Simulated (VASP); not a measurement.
# KBr (F-43m) in VASP: notebook

The runs below take KBr through single point, with PBE, PBE-based global hybrid with 40 % exact exchange.

Everything below comes from runs of VASP 6.6.1. Logs are shortened: lines on timing, memory, paths and dates and some standing lists are left out, and cuts for length are marked.

### 1 The cell of the first run

It takes space group F-43m (No. 216, cubic). The conventional cell has a = 7.377 Å, b = 7.377 Å, c = 7.377 Å, α = 90.00°, β = 90.00°, γ = 90.00°. K (site symmetry -43m) has 4 Br at 3.19 Å within 4.2 Å. Within 4.2 Å of Br (site symmetry -43m) lie 4 K at 3.19 Å.

### 2 Single point, PBE

Contents of INCAR:

```
SYSTEM = KBr
PREC = Accurate
ENCUT = 520
EDIFF = 1E-6
ISMEAR = 0
SIGMA = 0.01
LREAL = .FALSE.
LASPH = .TRUE.
NELM = 80
ALGO = Normal
ISIF = 2
LWAVE = .FALSE.
LCHARG = .FALSE.
GGA = PE
NBANDS = 15
```

Contents of KPOINTS:

```
Automatic mesh
0
G
  4 4 4
  0 0 0
```

Contents of POSCAR:

```
KBr
1.0
    0.0000000000      3.6882992926      3.6882992926
    3.6882992926      0.0000000000      3.6882992926
    3.6882992926      3.6882992926      0.0000000000
K Br
1 1
Direct
    0.0000000000      0.0000000000      0.0000000000
    0.2500000000      0.2500000000      0.2500000000
```

Potentials or basis: VASP PAW PBE potentials, release 64 (K_sv, Br).

The run is started by

```sh
$ cat potpaw_PBE.64/K_sv/POTCAR potpaw_PBE.64/Br/POTCAR > POTCAR
$ mpirun -np 1 vasp_std > vasp.out
```

OUTCAR:

```text
SYSTEM = KBr
   PREC = Accurate
   ENCUT = 520
   EDIFF = 1E-6
   ISMEAR = 0
   LREAL = .FALSE.
   LASPH = .TRUE.
   NELM = 80
   ISIF = 2
   GGA = PE

 ion  position               nearest neighbor table
   1  0.000  0.000  0.000-   2 3.19   2 3.19   2 3.19   2 3.19
   2  0.250  0.250  0.250-   1 3.19   1 3.19   1 3.19   1 3.19

  LATTYP: Found a face centered cubic cell.
 ALAT       =     7.3765985852

  Lattice vectors:

 A1 = (   0.0000000000,   3.6882992926,   3.6882992926)
 A2 = (   3.6882992926,   0.0000000000,   3.6882992926)
 A3 = (   3.6882992926,   3.6882992926,   0.0000000000)

Analysis of symmetry for initial positions (statically):
=====================================================================
 Subroutine PRICEL returns:
 Original cell was already a primitive cell.

 Routine SETGRP: Setting up the symmetry group for a
 face centered cubic supercell.

 Subroutine GETGRP returns: Found 24 space group operations
 (whereof 24 operations were pure point group operations)
 out of a pool of 48 trial point group operations.

The static configuration has the point symmetry T_d .

Analysis of symmetry for dynamics (positions and initial velocities):
=====================================================================
 Subroutine PRICEL returns:
 Original cell was already a primitive cell.

 Routine SETGRP: Setting up the symmetry group for a
 face centered cubic supercell.

 Subroutine GETGRP returns: Found 24 space group operations
 (whereof 24 operations were pure point group operations)
 out of a pool of 48 trial point group operations.

The dynamic configuration has the point symmetry T_d .

 Subroutine INISYM returns: Found 24 space group operations
 (whereof 24 operations are pure point group operations),
 and found     1 'primitive' translations

----------------------------------------------------------------------------------------

                                     Primitive cell

  volume of cell :     100.3479

  direct lattice vectors                    reciprocal lattice vectors
     0.000000000  3.688299293  3.688299293    -0.135563836  0.135563836  0.135563836
     3.688299293  0.000000000  3.688299293     0.135563836 -0.135563836  0.135563836
     3.688299293  3.688299293  0.000000000     0.135563836  0.135563836 -0.135563836

  length of vectors
     5.216042882  5.216042882  5.216042882     0.234803451  0.234803451  0.234803451

  position of ions in fractional coordinates (direct lattice)
     0.000000000  0.000000000  0.000000000
     0.250000000  0.250000000  0.250000000

  ion indices of the primitive-cell ions
   primitive index   ion index
                 1           1
                 2           2

----------------------------------------------------------------------------------------

 KPOINTS: Automatic mesh

Automatic generation of k-mesh.
 Grid dimensions read from file:
 generate k-points for:    4    4    4

 Generating k-lattice:

  Cartesian coordinates                     Fractional coordinates (reciprocal lattice)
    -0.033890959  0.033890959  0.033890959     0.250000000  0.000000000  0.000000000
     0.033890959 -0.033890959  0.033890959     0.000000000  0.250000000  0.000000000
     0.033890959  0.033890959 -0.033890959     0.000000000  0.000000000  0.250000000

  Length of vectors
     0.058700863  0.058700863  0.058700863

  Shift w.r.t. Gamma in fractional coordinates (k-lattice)
     0.000000000  0.000000000  0.000000000

 Subroutine IBZKPT returns following result:
 ===========================================

 Found      8 irreducible k-points:

 Following reciprocal coordinates:
            Coordinates               Weight
  0.000000  0.000000  0.000000      1.000000
  0.250000  0.000000  0.000000      8.000000
  0.500000  0.000000  0.000000      4.000000
  0.250000  0.250000  0.000000      6.000000
  0.500000  0.250000  0.000000     24.000000
 -0.250000  0.250000  0.000000     12.000000
  0.500000  0.500000  0.000000      3.000000
 -0.250000  0.500000  0.250000      6.000000
   k-points           NKPTS =      8   k-points in BZ     NKDIM =      8   number of bands    NBANDS=     15
   number of dos      NEDOS =    301   number of ions     NIONS =      2
   total plane-waves  NPLWV =  64000
   dimension x,y,z NGX =    40 NGY =   40 NGZ =   40
   dimension x,y,z NGXF=    80 NGYF=   80 NGZF=   80
   ions per type =               1   1
   NGX,Y,Z   is equivalent  to a cutoff of  12.75, 12.75, 12.75 a.u.
   NGXF,Y,Z  is equivalent  to a cutoff of  25.50, 25.50, 25.50 a.u.
 SYSTEM =  KBr
   PREC   = accura    normal or accurate (medium, high low for compatibility)
   ISTART =      0    job   : 0-new  1-cont  2-samecut
   ICHARG =      2    charge: 1-file 2-atom 10-const
   ISPIN  =      1    spin polarized calculation?
   LNONCOLLINEAR =      F non collinear calculations
   LSORBIT =      F    spin-orbit coupling
   LASPH  =      T    aspherical Exc in radial PAW
   ENCUT  =  520.0 eV  38.22 Ry    6.18 a.u.   9.70  9.70  9.70*2*pi/ulx,y,z
   NELM   =     80;   NELMIN=  2; NELMDL= -5     # of ELM steps
   EDIFF  = 0.1E-05   stopping-criterion for ELM
   LREAL  =      F    real-space projection
   EDIFFG = 0.1E-04   stopping-criterion for IOM
   NSW    =      0    number of steps for IOM
   IBRION =     -1    ionic relax: 0-MD 1-quasi-New 2-CG
   NFREE  =      0    steps in history (QN), initial steepest desc. (CG)
   ISIF   =      2    stress and relaxation
   ISYM   =      2    0-nonsym 1-usesym 2-fastsym
   POTIM  = 0.5000    time-step for ionic-motion
   TEBEG  =    0.0;   TEEND  =   0.0 temperature during run
   PSTRESS=    0.0 pullay stress
   NELECT =      16.0000    total number of electrons
   NUPDOWN=      -1.0000    fix difference up-down
   EMIN   =  10.00;   EMAX   =-10.00  energy-range for DOS
   EFERMI =   0.00;   METHOD = LEGACY
   ISMEAR =     0;   SIGMA  =   0.01  broadening in eV -4-tet -1-fermi 0-gaus
   EFERMI_NEDOS =   21; number of points for ismear=-14 and -15
   IALGO  =     38    algorithm
   IMIX   =      4    mixing-type and parameters
     AMIX     =   0.40;   BMIX     =  1.00
     AMIX_MAG =   1.60;   BMIX_MAG =  1.00
  volume/ion in A,a.u.               =      50.17       338.59
  Fermi-wavevector in a.u.,A,eV,Ry     =   0.887725  1.677558 10.722159  0.788056
  Thomas-Fermi vector in A             =   2.009061
   LORBIT       =      0    0 simple, 1 ext, 2 COOP (PROOUT), +10 PAW based schemes
   GGA     = PE    functional components
   LHFCALC =     F    Hartree Fock is set to
   AEXX    =    0.0000 exact exchange contribution
   IVDW    =     0    specifies the selected vdW correction
   LEPSILON=     F    determine dielectric tensor
   LRPA    =     F    only Hartree local field effects (RPA)
 non-spin polarized calculation
 Gauss-broadening in eV      SIGMA  =   0.01
  energy-cutoff  :      520.00
  volume of cell :      100.35
 maximum number of plane-waves:      2733
 NGX is ok and might be reduce to    40
   NGX = 19   NGY = 19   NGZ = 19

 number of electron      15.9999997 magnetization

 Free energy of the ion-electron system (eV)
  ---------------------------------------------------
  ext. energy  EPLUGINS =         0.00000000
  ---------------------------------------------------
  free energy    TOTEN  =        -6.03477455 eV

  energy without entropy =       -6.03477455  energy(sigma->0) =       -6.03477455

 E-fermi :  -3.0093     XC(G=0):  -5.9442

 val. band max:       -3.1313877992   @ k =  -0.2500   0.2500   0.0000
 cond. band min:       1.1492619558   @ k =   0.0000   0.0000   0.0000
 fundamental gap:      4.2806497550
 Fermi energy:        -3.0092618746

 k-point     1 :       0.0000    0.0000    0.0000
  band No.  band energies     occupation
      1     -30.9185      2.00000
      2     -15.0062      2.00000
      3     -14.4160      2.00000
      4     -14.4160      2.00000
      5     -14.4160      2.00000
      6      -3.1470      2.00000
      7      -3.1470      2.00000
      8      -3.1470      2.00000
      9       1.1493      0.00000
     10       5.4848      0.00000
     11       5.4848      0.00000
     12       6.4739      0.00000
     13       6.4739      0.00000
     14       6.4739      0.00000
     15       7.1898      0.00000

 k-point     2 :       0.2500    0.0000    0.0000
  band No.  band energies     occupation
      1     -30.9178      2.00000
      2     -15.1176      2.00000
      3     -14.4192      2.00000
      4     -14.4192      2.00000
      5     -14.2922      2.00000
      6      -3.3629      2.00000
      7      -3.1396      2.00000
      8      -3.1396      2.00000
      9       2.0306      0.00000
     10       5.1221      0.00000
     11       5.1221      0.00000
     12       5.4786      0.00000
     13       6.3521      0.00000
     14       6.8436      0.00000
     15       6.8436      0.00000

 k-point     3 :       0.5000    0.0000    0.0000
  band No.  band energies     occupation
      1     -30.9170      2.00000
      2     -15.2016      2.00000
      3     -14.4224      2.00000
      4     -14.4224      2.00000
      5     -14.1962      2.00000
      6      -3.5249      2.00000
      7      -3.1330      2.00000
      8      -3.1330      2.00000
      9       3.3969      0.00000
     10       3.8461      0.00000
     11       5.0744      0.00000
     12       5.0744      0.00000
     13       6.4644      0.00000
     14       6.4644      0.00000
     15       7.0163      0.00000

 k-point     4 :       0.2500    0.2500    0.0000
  band No.  band energies     occupation
      1     -30.9175      2.00000
      2     -15.1468      2.00000
      3     -14.4237      2.00000
      4     -14.4237      2.00000
      5     -14.2519      2.00000
      6      -3.3972      2.00000
      7      -3.1495      2.00000
      8      -3.1495      2.00000
      9       2.2990      0.00000
     10       4.1970      0.00000
     11       5.6445      0.00000
     12       5.9671      0.00000
     13       6.7041      0.00000
     14       6.7041      0.00000
     15       7.2132      0.00000

 k-point     5 :       0.5000    0.2500    0.0000
  band No.  band energies     occupation
      1     -30.9168      2.00000
      2     -15.2235      2.00000
      3     -14.4336      2.00000
      4     -14.4269      2.00000
      5     -14.1566      2.00000
      6      -3.4710      2.00000
      7      -3.2273      2.00000
      8      -3.1416      2.00000
      9       3.2345      0.00000
     10       3.9770      0.00000
     11       5.0096      0.00000
     12       5.5764      0.00000
     13       6.6804      0.00000
     14       6.7613      0.00000
     15       7.0224      0.00000

 k-point     6 :      -0.2500    0.2500    0.0000
  band No.  band energies     occupation
      1     -30.9170      2.00000
      2     -15.1995      2.00000
      3     -14.4336      2.00000
      4     -14.4224      2.00000
      5     -14.1870      2.00000
      6      -3.4152      2.00000
      7      -3.2536      2.00000
      8      -3.1314      2.00000
      9       3.0312      0.00000
     10       4.3783      0.00000
     11       4.9290      0.00000
     12       4.9983      0.00000
     13       6.7094      0.00000
     14       6.9466      0.00000
     15       7.0646      0.00000

 k-point     7 :       0.5000    0.5000    0.0000
  band No.  band energies     occupation
      1     -30.9166      2.00000
      2     -15.2469      2.00000
      3     -14.4314      2.00000
      4     -14.4314      2.00000
      5     -14.1287      2.00000
      6      -3.5669      2.00000
      7      -3.1497      2.00000
      8      -3.1497      2.00000
      9       2.9390      0.00000
     10       4.0440      0.00000
     11       5.7977      0.00000
     12       6.3320      0.00000
     13       6.3320      0.00000
     14       6.4211      0.00000
     15       6.7579      0.00000

 k-point     8 :      -0.2500    0.5000    0.2500
  band No.  band energies     occupation
      1     -30.9166      2.00000
      2     -15.2451      2.00000
      3     -14.4377      2.00000
      4     -14.4316      2.00000
      5     -14.1244      2.00000
      6      -3.3940      2.00000
      7      -3.3335      2.00000
      8      -3.1573      2.00000
      9       3.1977      0.00000
     10       4.0636      0.00000
     11       5.6532      0.00000
     12       5.6877      0.00000
     13       6.1651      0.00000
     14       6.4965      0.00000
     15       7.1797      0.00000

------------------------ aborting loop because EDIFF is reached ----------------------------------------

  FORCE on cell =-STRESS in cart. coord.  units (eV):
  Direction    XX          YY          ZZ          XY          YZ          ZX
  --------------------------------------------------------------------------------------
  -------------------------------------------------------------------------------------
  Total        0.1733269      0.1733269      0.1733269      0.0000000      0.0000000      0.0000000
  in kB        2.7673760      2.7673760      2.7673760      0.0000000      0.0000000      0.0000000
  external PRESSURE =       2.7673760 kB  Pullay stress =       0.0000000 kB

 VOLUME and BASIS-vectors are now :
 -----------------------------------------------------------------------------
  energy-cutoff  :      520.00
  volume of cell :      100.35
      direct lattice vectors                 reciprocal lattice vectors
     0.000000000  3.688299293  3.688299293    -0.135563836  0.135563836  0.135563836
     3.688299293  0.000000000  3.688299293     0.135563836 -0.135563836  0.135563836
     3.688299293  3.688299293  0.000000000     0.135563836  0.135563836 -0.135563836

 POSITION                                       TOTAL-FORCE (eV/Angst)
 -----------------------------------------------------------------------------------
      0.00000      0.00000      0.00000        -0.000000     -0.000000     -0.000000
      1.84415      1.84415      1.84415         0.000000      0.000000      0.000000
 -----------------------------------------------------------------------------------
    total drift:                               -0.000000     -0.000000     -0.000000

  FREE ENERGIE OF THE ION-ELECTRON SYSTEM (eV)
  ---------------------------------------------------
  free  energy   TOTEN  =        -6.0347745547 eV

  energy  without entropy=       -6.0347745547  energy(sigma->0) =       -6.03477455
```

It took 13 s on 1 thread of Intel Xeon Platinum 8488C (Sapphire Rapids), shared host; peak memory 0.23 GiB.

Results:

| Item | Value |
| --- | --- |
| Free energy | -6.0348 eV |
| Pressure | 0.3 GPa |
| Band gap on the k mesh | 4.28 eV (least direct gap 4.30 eV) |

### 3 Single point, PBE-based global hybrid with 40 % exact exchange

POSCAR is that of step 2.

Contents of INCAR.step1:

```
SYSTEM = KBr
PREC = Accurate
ENCUT = 520
EDIFF = 1E-5
ISMEAR = 0
SIGMA = 0.01
LREAL = .FALSE.
LASPH = .TRUE.
NELM = 60
ALGO = Normal
ISIF = 2
LWAVE = .TRUE.
NBANDS = 15
GGA = PE
```

Contents of INCAR.step2:

```
SYSTEM = KBr
PREC = Accurate
ENCUT = 520
EDIFF = 1E-7
ISMEAR = 0
SIGMA = 0.01
LREAL = .FALSE.
LASPH = .TRUE.
NELM = 60
ALGO = Normal
ISIF = 2
LWAVE = .FALSE.
LCHARG = .TRUE.
GGA = PE
LHFCALC = .TRUE.
AEXX = 0.4
PRECFOCK = Normal
LELF = .TRUE.
LVHAR = .TRUE.
NBANDS = 15
ISTART = 1
```

Contents of KPOINTS:

```
regular mesh
0
G
  4 4 4
  0 0 0
```

Potentials or basis: VASP PAW PBE potentials, release 64 (K_sv, Br).

The run is started by

```sh
$ cat potpaw_PBE.64/K_sv/POTCAR potpaw_PBE.64/Br/POTCAR > POTCAR
$ cp INCAR.step1 INCAR
$ mpirun -np 1 vasp_std > vasp.out
$ cp INCAR.step2 INCAR
$ mpirun -np 1 vasp_std > vasp.out
```

Run time: 15 min. Hardware: 1 thread of Intel Xeon Platinum 8488C (Sapphire Rapids), shared host; peak memory 0.25 GiB.

Results (log left out):

```
Free energy            : -8.3776 eV
Pressure               : 0.0 GPa
Band gap on the k mesh : 7.27 eV (least direct gap 7.28 eV)
```

Levels at points of the mesh, in eV from the valence-band top:
```tsv
k point	band 4	band 5	band 6	band 7	band 8	band 9	band 10	band 11	band 12	band 13
(0.00, 0.00, 0.00)	-12.62	-12.62	-0.01	-0.01	-0.01	7.27	12.20	12.20	13.00	13.00
(0.50, 0.00, 0.00)	-12.62	-12.40	-0.42	0.00	0.00	9.61	10.07	11.56	11.56	13.36
(0.50, 0.50, 0.00)	-12.63	-12.33	-0.46	-0.03	-0.03	9.06	10.32	12.33	13.06	13.06
```

Caveat: the PAW data sets were made with another functional, which shifts forces and pressure a little.
